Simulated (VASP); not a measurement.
# Ir5Rh (P4/mmm) in VASP: single point with PBE

Aim: the single point of Ir5Rh with PBE.

Program: VASP 6.6.1. These are calculated values, not measurements. Logs are shortened: lines on timing, memory, paths and dates and some standing lists are left out, and cuts for length are marked.

## 1. The cell of the first run

It takes space group P4/mmm (No. 123, tetragonal). The conventional cell has a = 2.712 Å, b = 2.712 Å, c = 11.507 Å, α = 90.00°, β = 90.00°, γ = 90.00°. Ir (site symmetry 4mm) has 8 Ir at 2.71 Å and 4 Rh at 2.71 Å within 3.6 Å. Within 3.6 Å of Ir (site symmetry 4mm) lie 12 Ir at 2.71 Å. Within 3.6 Å of Ir (site symmetry 4/mmm) lie 12 Ir at 2.71 Å. Rh (site symmetry 4/mmm) has 4 Rh at 2.71 Å and 8 Ir at 2.71 Å within 3.6 Å.

## 2. Single point, PBE

File INCAR:

```
  ALGO = Normal
  EDIFF = 1E-6
  ENCUT = 520
  GGA = PE
  ISIF = 2
  ISMEAR = 0
  LASPH = True
  LCHARG = False
  LREAL = False
  LWAVE = False
  NBANDS = 39
  NELM = 80
  PREC = Accurate
  SIGMA = 0.1
```

File KPOINTS:

```
k-points
0
Gamma
  6 6 2
```

File POSCAR:

```
Ir5Rh
1.0
    2.7121876500      0.0000000000      0.0000000000
    0.0000000000      2.7121876500      0.0000000000
    0.0000000000      0.0000000000     11.5068377000
Ir Rh
5 1
Direct
    0.0000000000      0.0000000000      0.6666666700
    0.0000000000      0.0000000000      0.3333333300
    0.5000000000      0.5000000000      0.1666666700
    0.0000000000      0.0000000000      0.0000000000
    0.5000000000      0.5000000000      0.8333333300
    0.5000000000      0.5000000000      0.5000000000
```

Potentials or basis: VASP PAW PBE potentials, release 64 (Ir, Rh_pv).

Launch:

```
$ cat potpaw_PBE.64/Ir/POTCAR potpaw_PBE.64/Rh_pv/POTCAR > POTCAR
$ mpirun -np 1 vasp_std > vasp.out
```

OUTCAR:

```text
EDIFF = 1E-6
   ENCUT = 520
   GGA = PE
   ISIF = 2
   ISMEAR = 0
   LASPH = True
   LREAL = False
   NELM = 80
   PREC = Accurate

 ion  position               nearest neighbor table
   1  0.000  0.000  0.667-   5 2.71   5 2.71   5 2.71   5 2.71   6 2.71   6 2.71   6 2.71   6 2.71

   2  0.000  0.000  0.333-   3 2.71   3 2.71   3 2.71   3 2.71   6 2.71   6 2.71   6 2.71   6 2.71

   3  0.500  0.500  0.167-   2 2.71   2 2.71   2 2.71   2 2.71   4 2.71   4 2.71   4 2.71   4 2.71

   4  0.000  0.000  0.000-   3 2.71   5 2.71   3 2.71   5 2.71   3 2.71   5 2.71   3 2.71   5 2.71

   5  0.500  0.500  0.833-   1 2.71   1 2.71   1 2.71   1 2.71   4 2.71   4 2.71   4 2.71   4 2.71

   6  0.500  0.500  0.500-   1 2.71   2 2.71   1 2.71   2 2.71   1 2.71   2 2.71   1 2.71   2 2.71

  LATTYP: Found a simple tetragonal cell.
 ALAT       =     2.7121876500
 C/A-ratio  =     4.2426406963

  Lattice vectors:

 A1 = (   2.7121876500,   0.0000000000,   0.0000000000)
 A2 = (   0.0000000000,   2.7121876500,   0.0000000000)
 A3 = (   0.0000000000,   0.0000000000,  11.5068377000)

Analysis of symmetry for initial positions (statically):
=====================================================================
 Subroutine PRICEL returns:
 Original cell was already a primitive cell.

 Routine SETGRP: Setting up the symmetry group for a
 simple tetragonal supercell.

 Subroutine GETGRP returns: Found 16 space group operations
 (whereof 16 operations were pure point group operations)
 out of a pool of 16 trial point group operations.

The static configuration has the point symmetry D_4h.

Analysis of symmetry for dynamics (positions and initial velocities):
=====================================================================
 Subroutine PRICEL returns:
 Original cell was already a primitive cell.

 Routine SETGRP: Setting up the symmetry group for a
 simple tetragonal supercell.

 Subroutine GETGRP returns: Found 16 space group operations
 (whereof 16 operations were pure point group operations)
 out of a pool of 16 trial point group operations.

The dynamic configuration has the point symmetry D_4h.

 Subroutine INISYM returns: Found 16 space group operations
 (whereof 16 operations are pure point group operations),
 and found     1 'primitive' translations

----------------------------------------------------------------------------------------

                                     Primitive cell

  volume of cell :      84.6439

  direct lattice vectors                    reciprocal lattice vectors
     2.712187650  0.000000000  0.000000000     0.368706052  0.000000000  0.000000000
     0.000000000  2.712187650  0.000000000     0.000000000  0.368706052  0.000000000
     0.000000000  0.000000000 11.506837700     0.000000000  0.000000000  0.086904850

  length of vectors
     2.712187650  2.712187650 11.506837700     0.368706052  0.368706052  0.086904850

  position of ions in fractional coordinates (direct lattice)
     0.000000000  0.000000000  0.666666670
     0.000000000  0.000000000  0.333333330
     0.500000000  0.500000000  0.166666670
     0.000000000  0.000000000  0.000000000
     0.500000000  0.500000000  0.833333330
     0.500000000  0.500000000  0.500000000

  ion indices of the primitive-cell ions
   primitive index   ion index
                 1           1
                 2           2
                 3           3
                 4           4
                 5           5
                 6           6

----------------------------------------------------------------------------------------

 KPOINTS: k-points

Automatic generation of k-mesh.
 Grid dimensions read from file:
 generate k-points for:    6    6    2

 Generating k-lattice:

  Cartesian coordinates                     Fractional coordinates (reciprocal lattice)
     0.061451009  0.000000000  0.000000000     0.166666667  0.000000000  0.000000000
     0.000000000  0.061451009  0.000000000     0.000000000  0.166666667  0.000000000
     0.000000000  0.000000000  0.043452425     0.000000000  0.000000000  0.500000000

  Length of vectors
     0.061451009  0.061451009  0.043452425

  Shift w.r.t. Gamma in fractional coordinates (k-lattice)
     0.000000000  0.000000000  0.000000000

 Subroutine IBZKPT returns following result:
 ===========================================

 Found     20 irreducible k-points:

 Following reciprocal coordinates:
            Coordinates               Weight
  0.000000  0.000000  0.000000      1.000000
  0.166667  0.000000  0.000000      4.000000
  0.333333  0.000000  0.000000      4.000000
  0.500000  0.000000  0.000000      2.000000
  0.166667  0.166667  0.000000      4.000000
  0.333333  0.166667  0.000000      8.000000
[... 12 lines left out ...]
  0.500000  0.333333  0.500000      4.000000
  0.500000  0.500000  0.500000      1.000000
   k-points           NKPTS =     20   k-points in BZ     NKDIM =     20   number of bands    NBANDS=     39
   number of dos      NEDOS =    301   number of ions     NIONS =      6
   total plane-waves  NPLWV =  36000
   dimension x,y,z NGX =    20 NGY =   20 NGZ =   90
   dimension x,y,z NGXF=    40 NGYF=   40 NGZF=  180
   ions per type =               5   1
   NGX,Y,Z   is equivalent  to a cutoff of  12.26, 12.26, 13.00 a.u.
   NGXF,Y,Z  is equivalent  to a cutoff of  24.52, 24.52, 26.01 a.u.
 SYSTEM =  unknown system
   PREC   = accura    normal or accurate (medium, high low for compatibility)
   ISTART =      0    job   : 0-new  1-cont  2-samecut
   ICHARG =      2    charge: 1-file 2-atom 10-const
   ISPIN  =      1    spin polarized calculation?
   LNONCOLLINEAR =      F non collinear calculations
   LSORBIT =      F    spin-orbit coupling
   LASPH  =      T    aspherical Exc in radial PAW
   ENCUT  =  520.0 eV  38.22 Ry    6.18 a.u.   5.04  5.04 21.40*2*pi/ulx,y,z
   NELM   =     80;   NELMIN=  2; NELMDL= -5     # of ELM steps
   EDIFF  = 0.1E-05   stopping-criterion for ELM
   LREAL  =      F    real-space projection
[... 7 lines left out ...]
   TEBEG  =    0.0;   TEEND  =   0.0 temperature during run
   PSTRESS=    0.0 pullay stress
   NELECT =      60.0000    total number of electrons
   NUPDOWN=      -1.0000    fix difference up-down
   EMIN   =  10.00;   EMAX   =-10.00  energy-range for DOS
   EFERMI =   0.00;   METHOD = LEGACY
   ISMEAR =     0;   SIGMA  =   0.10  broadening in eV -4-tet -1-fermi 0-gaus
   EFERMI_NEDOS =   21; number of points for ismear=-14 and -15
   IALGO  =     38    algorithm
   IMIX   =      4    mixing-type and parameters
     AMIX     =   0.40;   BMIX     =  1.00
     AMIX_MAG =   1.60;   BMIX_MAG =  1.00
  volume/ion in A,a.u.               =      14.11        95.20
  Fermi-wavevector in a.u.,A,eV,Ry     =   1.459688  2.758411 28.989792  2.130690
  Thomas-Fermi vector in A             =   2.576226
   LORBIT       =      0    0 simple, 1 ext, 2 COOP (PROOUT), +10 PAW based schemes
   GGA     = PE    functional components
   LHFCALC =     F    Hartree Fock is set to
   AEXX    =    0.0000 exact exchange contribution
   IVDW    =     0    specifies the selected vdW correction
   LEPSILON=     F    determine dielectric tensor
   LRPA    =     F    only Hartree local field effects (RPA)
 non-spin polarized calculation
 Gauss-broadening in eV      SIGMA  =   0.10
  energy-cutoff  :      520.00
  volume of cell :       84.64
 maximum number of plane-waves:      2328
   NGX = 11   NGY = 11   NGZ = 43

 number of electron      60.0000002 magnetization

 Free energy of the ion-electron system (eV)
  ---------------------------------------------------
  ext. energy  EPLUGINS =         0.00000000
  ---------------------------------------------------
  free energy    TOTEN  =       -51.51448693 eV

  energy without entropy =      -51.50506500  energy(sigma->0) =      -51.50977597

 E-fermi :  10.4517     XC(G=0): -13.9880

 val. band max:       10.4205181679   @ k =   0.3333   0.0000   0.0000
 cond. band min:      10.4850894971   @ k =   0.0000   0.0000   0.5000
 fundamental gap:      0.0645713292
 Fermi energy:        10.4517028144

 k-point     1 :       0.0000    0.0000    0.0000
  band No.  band energies     occupation
      1     -36.4067      2.00000
      2     -36.1303      2.00000
      3     -36.1303      2.00000
      4      -0.2246      2.00000
      5       1.1382      2.00000
      6       1.8661      2.00000
[... 31 lines left out ...]
     38      11.9803      0.00000
     39      12.5768      0.00000

 k-point     2 :       0.1667    0.0000    0.0000
  band No.  band energies     occupation
      1     -36.3975      2.00000
      2     -36.2211      2.00000
      3     -36.1227      2.00000
      4       0.5519      2.00000
      5       1.7233      2.00000
      6       2.4030      2.00000
[... 31 lines left out ...]
     38      12.1199      0.00000
     39      16.1647      0.00000

 k-point     3 :       0.3333    0.0000    0.0000
  band No.  band energies     occupation
      1     -36.3999      2.00000
      2     -36.3790      2.00000
      3     -36.1076      2.00000
      4       2.3160      2.00000
      5       2.5240      2.00000
      6       2.9933      2.00000
[... 31 lines left out ...]
     38      13.8550      0.00000
     39      15.9187      0.00000

 k-point     4 :       0.5000    0.0000    0.0000
  band No.  band energies     occupation
      1     -36.4879      2.00000
      2     -36.3698      2.00000
      3     -36.0999      2.00000
      4       2.7796      2.00000
      5       2.7916      2.00000
      6       3.2117      2.00000
[... 31 lines left out ...]
     38      13.4087      0.00000
     39      13.6506      0.00000
[... 586 lines left out ...]
     38      17.4057      0.00000
     39      18.0530      0.00000

 k-point    19 :       0.5000    0.3333    0.5000
  band No.  band energies     occupation
      1     -36.4578      2.00000
      2     -36.3621      2.00000
      3     -36.3439      2.00000
      4       3.4090      2.00000
      5       3.4216      2.00000
      6       3.6506      2.00000
[... 31 lines left out ...]
     38      17.2900      0.00000
     39      17.4246      0.00000

 k-point    20 :       0.5000    0.5000    0.5000
  band No.  band energies     occupation
      1     -36.4478      2.00000
      2     -36.4478      2.00000
      3     -36.3352      2.00000
      4       2.9876      2.00000
      5       3.0257      2.00000
      6       3.4110      2.00000
[... 31 lines left out ...]
     38      19.0064      0.00000
     39      19.1183      0.00000

------------------------ aborting loop because EDIFF is reached ----------------------------------------

  FORCE on cell =-STRESS in cart. coord.  units (eV):
  Direction    XX          YY          ZZ          XY          YZ          ZX
  --------------------------------------------------------------------------------------
  -------------------------------------------------------------------------------------
  Total        5.1079244      5.1079244      2.2756012      0.0000000     -0.0000000     -0.0000000
  in kB       96.6851087     96.6851087     43.0736106      0.0000000     -0.0000000     -0.0000000
  external PRESSURE =      78.8146093 kB  Pullay stress =       0.0000000 kB

 VOLUME and BASIS-vectors are now :
 -----------------------------------------------------------------------------
  energy-cutoff  :      520.00
  volume of cell :       84.64
      direct lattice vectors                 reciprocal lattice vectors
     2.712187650  0.000000000  0.000000000     0.368706052  0.000000000  0.000000000
     0.000000000  2.712187650  0.000000000     0.000000000  0.368706052  0.000000000
     0.000000000  0.000000000 11.506837700     0.000000000  0.000000000  0.086904850

 POSITION                                       TOTAL-FORCE (eV/Angst)
 -----------------------------------------------------------------------------------
      0.00000      0.00000      7.67123        -0.000000     -0.000000      0.156679
      0.00000      0.00000      3.83561         0.000000      0.000000     -0.156679
      1.35609      1.35609      1.91781         0.000000      0.000000      0.320869
      0.00000      0.00000      0.00000         0.000000     -0.000000      0.000000
      1.35609      1.35609      9.58903        -0.000000      0.000000     -0.320869
      1.35609      1.35609      5.75342         0.000000     -0.000000      0.000000
 -----------------------------------------------------------------------------------
    total drift:                               -0.000000     -0.000000     -0.000000

  FREE ENERGIE OF THE ION-ELECTRON SYSTEM (eV)
  ---------------------------------------------------
  free  energy   TOTEN  =       -51.5144869287 eV

  energy  without entropy=      -51.5050650025  energy(sigma->0) =      -51.50977597
```

Run time: 1.9 min. Hardware: 1 thread of Intel Xeon 8259CL, shared host; peak memory 0.21 GiB.

Results:

```
Free energy            : -51.5145 eV
Pressure               : 7.9 GPa
Largest force          : 0.321 eV/Å
Band gap on the k mesh : zero (bands 30 and 31 overlap by 2.27 eV)
```

Forces in eV/Å, atoms in the order of the input:
```
Ir   0.000  0.000  0.157
Ir   0.000  0.000 -0.157
Ir   0.000  0.000  0.321
Ir   0.000  0.000  0.000
Ir   0.000  0.000 -0.321
Rh   0.000  0.000  0.000
```

Caveat: the k points lie up to 0.39 Å⁻¹ apart, too coarse for converged energies and pressures of a metal; spin-orbit coupling is left out, which moves the levels of the heavy elements.
